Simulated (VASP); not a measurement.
O2, 2 atoms in the cell. The cell holds a molecule in a box, 2 atoms: a = 12.000 Å, b = 12.500 Å, c = 13.000 Å, α = 90.00°, β = 90.00°, γ = 90.00°. 

```yaml
Program: VASP 6.6.1
Task: relaxation of the atoms
Functional: PBE
Potentials_or_basis: VASP PAW PBE potentials, release 64 (O)
Cutoff: 520 eV
k_mesh: 1 × 1 × 1
Occupations: gaussian, width 0.01 eV
Spin: collinear spin, ferromagnetic start
Starting_moments: "[1.0, 1.0] μB"
Fixed_moment: 2 μB
Dipole_correction: no
Further_INCAR_settings: ALGO = Normal; EDIFF = 1e-06; IBRION = 2; EDIFFG = -0.01; NSW = 80
```

Potentials or basis: VASP PAW PBE potentials, release 64 (O).

Command:

```sh
$ cat potpaw_PBE.64/O/POTCAR > POTCAR
$ mpirun -np 1 vasp_gam > vasp.out
```

Hardware: 1 thread of Intel(R) Xeon(R) Platinum 8259CL CPU @ 2.50GHz (Skylake/Cascade Lake) (shared host).

Question: Estimate the wall time of this run.

Answer: Wall time 9.7 min on 1 thread of Intel(R) Xeon(R) Platinum 8259CL CPU @ 2.50GHz (Skylake/Cascade Lake) (shared host), peak memory 1.9 GiB. Counts: scf iterations 51, k points 1, ion steps 3.
